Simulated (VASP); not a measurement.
# Se (P6_3/mmc) in VASP: further runs

Runs on Se. Level: PBE. Tasks: single point, relaxation of cell and atoms.

Everything below comes from runs of VASP 6.6.1. Logs are shortened: lines on timing, memory, paths and dates and some standing lists are left out, and cuts for length are marked.

## (1) The cell of the first run

It takes space group P6_3/mmc (No. 194, hexagonal). Conventional cell: a = 3.683 Å, b = 3.683 Å, c = 3.813 Å, α = 90.00°, β = 90.00°, γ = 120.00°. Se (site symmetry -6m2) has 12 Se at 2.86 to 3.68 Å within 3.8 Å.

## (2) Single point, PBE

Contents of INCAR:

```
PREC = Accurate ; ENCUT = 520
EDIFF = 1E-7 ; ISMEAR = -1
SIGMA = 0.03 ; LREAL = F
LASPH = T ; NELM = 60
ALGO = Normal ; ISIF = 2
LWAVE = F ; LCHARG = T
GGA = PE ; LELF = T
LVHAR = T ; NBANDS = 13
```

Contents of KPOINTS:

```
Automatic mesh
0
Gamma
  19 19 10
```

Contents of POSCAR:

```
Se
1.0
    3.6826839980      0.0000000000      0.0000000000
   -1.8413419990      3.1892978964      0.0000000000
    0.0000000000      0.0000000000      3.8128080484
Se
2
Direct
    0.3333333333      0.6666666667      0.2500000000
    0.6666666667      0.3333333333      0.7500000000
```

Potentials or basis: VASP PAW PBE potentials, release 64 (Se).

Launch:

```bash
cat potpaw_PBE.64/Se/POTCAR > POTCAR
mpirun -np 1 vasp_std > vasp.out
```

OUTCAR:

```text
PREC = Accurate
   ENCUT = 520
   EDIFF = 1E-7
   ISMEAR = -1
   LREAL = F
   LASPH = T
   NELM = 60
   ISIF = 2
   GGA = PE

 ion  position               nearest neighbor table
   1  0.333  0.667  0.250-
   2  0.667  0.333  0.750-

  LATTYP: Found a hexagonal cell.
 ALAT       =     3.6826839980
 C/A-ratio  =     1.0353340255

  Lattice vectors:

 A1 = (   3.6826839980,   0.0000000000,   0.0000000000)
 A2 = (  -1.8413419990,   3.1892978964,   0.0000000000)
 A3 = (   0.0000000000,   0.0000000000,   3.8128080484)

Analysis of symmetry for initial positions (statically):
=====================================================================
 Subroutine PRICEL returns:
 Original cell was already a primitive cell.

 Routine SETGRP: Setting up the symmetry group for a
 hexagonal supercell.

 Subroutine GETGRP returns: Found 24 space group operations
 (whereof 12 operations were pure point group operations)
 out of a pool of 24 trial point group operations.

The static configuration has the point symmetry D_3d.
 The point group associated with its full space group is D_6h.

Analysis of symmetry for dynamics (positions and initial velocities):
=====================================================================
 Subroutine PRICEL returns:
 Original cell was already a primitive cell.

 Routine SETGRP: Setting up the symmetry group for a
 hexagonal supercell.

 Subroutine GETGRP returns: Found 24 space group operations
 (whereof 12 operations were pure point group operations)
 out of a pool of 24 trial point group operations.

The dynamic configuration has the point symmetry D_3d.
 The point group associated with its full space group is D_6h.

 Subroutine INISYM returns: Found 24 space group operations
 (whereof 12 operations are pure point group operations),
 and found     1 'primitive' translations

----------------------------------------------------------------------------------------

                                     Primitive cell

  volume of cell :      44.7821

  direct lattice vectors                    reciprocal lattice vectors
     3.682683998  0.000000000  0.000000000     0.271541083  0.156774317  0.000000000
    -1.841341999  3.189297896  0.000000000     0.000000000  0.313548634  0.000000000
     0.000000000  0.000000000  3.812808048     0.000000000  0.000000000  0.262273890

[... 83 lines left out ...]
   EDIFF  = 0.1E-06   stopping-criterion for ELM
   LREAL  =      F    real-space projection
   EDIFFG = 0.1E-05   stopping-criterion for IOM
   NSW    =      0    number of steps for IOM
   IBRION =     -1    ionic relax: 0-MD 1-quasi-New 2-CG
   NFREE  =      0    steps in history (QN), initial steepest desc. (CG)
   ISIF   =      2    stress and relaxation
   ISYM   =      2    0-nonsym 1-usesym 2-fastsym
   POTIM  = 0.5000    time-step for ionic-motion
   TEBEG  =    0.0;   TEEND  =   0.0 temperature during run
   PSTRESS=    0.0 pullay stress
   NELECT =      12.0000    total number of electrons
   NUPDOWN=      -1.0000    fix difference up-down
   EMIN   =  10.00;   EMAX   =-10.00  energy-range for DOS
   EFERMI =   0.00;   METHOD = LEGACY
   ISMEAR =    -1;   SIGMA  =   0.03  broadening in eV -4-tet -1-fermi 0-gaus
   EFERMI_NEDOS =   21; number of points for ismear=-14 and -15
   IALGO  =     38    algorithm
   IMIX   =      4    mixing-type and parameters
     AMIX     =   0.40;   BMIX     =  1.00
     AMIX_MAG =   1.60;   BMIX_MAG =  1.00
  volume/ion in A,a.u.               =      22.39       151.10
  Fermi-wavevector in a.u.,A,eV,Ry     =   1.055440  1.994493 15.156273  1.113955
  Thomas-Fermi vector in A             =   2.190639
   LORBIT       =      0    0 simple, 1 ext, 2 COOP (PROOUT), +10 PAW based schemes
   GGA     = PE    functional components
   LHFCALC =     F    Hartree Fock is set to
   AEXX    =    0.0000 exact exchange contribution
   IVDW    =     0    specifies the selected vdW correction
   LEPSILON=     F    determine dielectric tensor
   LRPA    =     F    only Hartree local field effects (RPA)
 non-spin polarized calculation
  energy-cutoff  :      520.00
  volume of cell :       44.78
 maximum number of plane-waves:      1224
 NGX is ok and might be reduce to    28
   NGX = 13   NGY = 13   NGZ = 15

 number of electron      12.0000001 magnetization

 Free energy of the ion-electron system (eV)
  ---------------------------------------------------
  ext. energy  EPLUGINS =         0.00000000
  ---------------------------------------------------
  free energy    TOTEN  =        -6.28566051 eV

  energy without entropy =       -6.28326172  energy(sigma->0) =       -6.28446111

 E-fermi :   4.6739     XC(G=0): -10.0060

 val. band max:        4.6672755684   @ k =   0.3158   0.2632   0.2000
 cond. band min:       4.6748729963   @ k =   0.1579   0.0000   0.4000
 fundamental gap:      0.0075974279
 Fermi energy:         4.6739050530

 k-point     1 :       0.0000    0.0000    0.0000
  band No.  band energies     occupation
      1     -11.2753      2.00000
      2      -5.5322      2.00000
      3      -0.0115      2.00000
      4       2.3013      2.00000
      5       2.3013      2.00000
      6       5.4388      0.00000
      7       5.4388      0.00000
      8       7.9701      0.00000
      9       8.8620      0.00000
     10      11.7947      0.00000
     11      14.6603      0.00000
     12      14.6603      0.00000
     13      16.3680      0.00000
[... 354 lines left out ...]
  band No.  band energies     occupation
      1      -9.8813      2.00000
      2      -7.2102      2.00000
      3       0.0589      2.00000
      4       1.4995      2.00000
      5       1.5090      2.00000
      6       4.1670      2.00000
      7       4.8177      0.01646
      8       6.5829      0.00000
      9       9.7611      0.00000
     10      13.3761      0.00000
     11      13.4339      0.00000
     12      16.3558      0.00000
     13      16.5097      0.00000

 [... further k-points ...]
[... 5 lines left out ...]
  --------------------------------------------------------------------------------------
  -------------------------------------------------------------------------------------
  Total        0.0148061      0.0148061      0.0170070      0.0000000      0.0000000      0.0000000
  in kB        0.5297206      0.5297206      0.6084622      0.0000000      0.0000000      0.0000000
  external PRESSURE =       0.5559678 kB  Pullay stress =       0.0000000 kB

 VOLUME and BASIS-vectors are now :
 -----------------------------------------------------------------------------
  energy-cutoff  :      520.00
  volume of cell :       44.78
      direct lattice vectors                 reciprocal lattice vectors
     3.682683998  0.000000000  0.000000000     0.271541083  0.156774317  0.000000000
    -1.841341999  3.189297896  0.000000000     0.000000000  0.313548634  0.000000000
     0.000000000  0.000000000  3.812808048     0.000000000  0.000000000  0.262273890

 POSITION                                       TOTAL-FORCE (eV/Angst)
 -----------------------------------------------------------------------------------
     -0.00000      2.12620      0.95320        -0.000000      0.000000      0.000000
      1.84134      1.06310      2.85961         0.000000     -0.000000      0.000000
 -----------------------------------------------------------------------------------
    total drift:                               -0.000000      0.000000      0.000000

  FREE ENERGIE OF THE ION-ELECTRON SYSTEM (eV)
  ---------------------------------------------------
  free  energy   TOTEN  =        -6.2856605056 eV

  energy  without entropy=       -6.2832617170  energy(sigma->0) =       -6.28446111
```

stdout:

```text
POSCAR found type information on POSCAR Se
 POSCAR found :  1 types and       2 ions
 scaLAPACK will be used
 LDA part: xc-table for (Slater+PW92), standard interpolation
 POSCAR, INCAR and KPOINTS ok, starting setup
 FFT: planning ... GRIDC
 FFT: planning ... GRID_SOFT
 FFT: planning ... GRID
 WAVECAR not read
 entering main loop
```

Wall time 81 s (1 thread of AMD EPYC 7R13 (Zen 3), shared host); peak memory 0.21 GiB.

What came out:

```yaml
Free_energy: -6.2857 eV
Pressure: 0.1 GPa
Band_gap_on_the_k_mesh: zero (band 6 reaches 5.44 eV, above the bottom of band 7 at 3.34 eV)
```

## (3) Relaxation of cell and atoms, PBE

This run uses another cell than the first one, of 11.12 Å³/atom, 0.497 times its volume.

Contents of INCAR:

```
SYSTEM = Se
ALGO = Normal
EDIFF = 1E-6
EDIFFG = -0.005
ENCUT = 600
GGA = PE
IBRION = 2
ISIF = 3
ISMEAR = -1
LASPH = .True.
LCHARG = .False.
LREAL = .False.
LWAVE = .False.
NELM = 100
NSW = 100
PREC = Accurate
SIGMA = 0.03
```

Contents of KPOINTS:

```
k-points
0
Gamma
  19 19 10
  0 0 0
```

Contents of POSCAR:

```
Se
1.0
    2.5123336524      0.0000000000      0.0000000000
   -1.2561668262      2.1757447658      0.0000000000
    0.0000000000      0.0000000000      4.0699805169
Se
2
Direct
    0.3333333333      0.6666666667      0.2500000000
    0.6666666667      0.3333333333      0.7500000000
```

Potentials or basis: VASP PAW PBE potentials, release 64 (Se).

Launch:

```bash
cat potpaw_PBE.64/Se/POTCAR > POTCAR
mpirun -np 1 vasp_std > vasp.out
```

Wall time 9.6 min (1 thread of AMD EPYC 7R13 (Zen 3), shared host); peak memory 0.17 GiB.

The run converged. Its results:

| Property | Result |
| --- | --- |
| Free energy | -6.2808 eV |
| Relaxed volume | 22.42 Å³/atom |
| Relaxed cell | a = 3.685 Å, b = 3.685 Å, c = 3.812 Å, α = 90.00°, β = 90.00°, γ = 120.00° |
| Space group after relaxing (to 0.05 Å) | P6_3/mmc (No. 194) |
| Energy gained by relaxing | 3120.9 meV/atom |
| Ionic steps | 28 |
| Pressure after relaxing | 0.0 GPa |
| Band gap on the k mesh | zero (band 6 reaches 5.42 eV, above the bottom of band 7 at 3.33 eV) |

Step by step:
| step | energy change (eV) | largest force (eV/Å) | pressure (GPa) | volume (Å³) |
| --- | --- | --- | --- | --- |
| 1 | 0.0000 | 0.0000 | 165.90 | 22.25 |
| 2 | -3.2063 | 0.0000 | -8.27 | 83.71 |
| 3 | -5.5413 | 0.0000 | -3.18 | 42.84 |
| 4 | -5.5542 | 0.0000 | -2.02 | 42.00 |
| 5 | -5.5612 | 0.0000 | -0.11 | 40.80 |
| 6 | -5.5603 | 0.0000 | -0.87 | 41.25 |
| 7 | -5.6243 | 0.0000 | -0.70 | 41.19 |
| 8 | -5.8890 | 0.0000 | 1.30 | 40.71 |
| 9 | -5.9210 | 0.0000 | 16.27 | 38.26 |
| 10 | -6.1063 | 0.0000 | 7.34 | 39.65 |
| 11 | -6.1025 | 0.0000 | 9.13 | 39.36 |
| 12 | -6.1188 | 0.0000 | 8.76 | 39.66 |
| 13 | -6.1486 | 0.0000 | 7.93 | 40.53 |
| 14 | -6.1330 | 0.0000 | 6.75 | 42.15 |
| 15 | -6.1534 | 0.0000 | 7.39 | 41.29 |
| 16 | -6.1818 | 0.0000 | 5.94 | 41.88 |
| 17 | -6.2331 | 0.0000 | 2.08 | 43.66 |
| 18 | -6.2077 | 0.0000 | -3.55 | 47.37 |
| 19 | -6.2418 | 0.0000 | -0.19 | 44.95 |
| 20 | -6.2419 | 0.0000 | -0.03 | 44.85 |
| 21 | -6.2419 | 0.0000 | 0.09 | 44.78 |
| 22 | -6.2419 | 0.0000 | 0.08 | 44.78 |
| 23 | -6.2419 | 0.0000 | 0.10 | 44.77 |
| 24 | -6.2419 | 0.0000 | 0.10 | 44.77 |
| 25 | -6.2419 | 0.0000 | 0.07 | 44.78 |
| 26 | -6.2419 | 0.0000 | 0.03 | 44.81 |
| 27 | -6.2419 | 0.0000 | -0.05 | 44.85 |
| 28 | -6.2419 | 0.0000 | -0.01 | 44.83 |

Final structure:
```yaml
crystal:
  lattice:
    - [3.68509, 0.00000, 0.00000]
    - [-1.84254, 3.19138, 0.00000]
    - [0.00000, 0.00000, 3.81214]
  atoms:
    - { symbol: Se, position: [0.33333, 0.66667, 0.25000] }
    - { symbol: Se, position: [0.66667, 0.33333, 0.75000] }
```

Levels at points of the mesh, in eV from the Fermi level:
```csv
k point,band 2,band 3,band 4,band 5,band 6,band 7,band 8,band 9,band 10
"(0.00, 0.00, 0.00)",-10.21,-4.67,-2.38,-2.38,0.76,0.76,3.29,4.19,7.11
"(0.00, 0.00, 0.50)",-13.86,-1.16,-1.16,-0.71,-0.71,-0.71,-0.71,8.07,8.07
```

Caveat: the volume moved by over 15 % at a fixed basis, so the end points are rough.
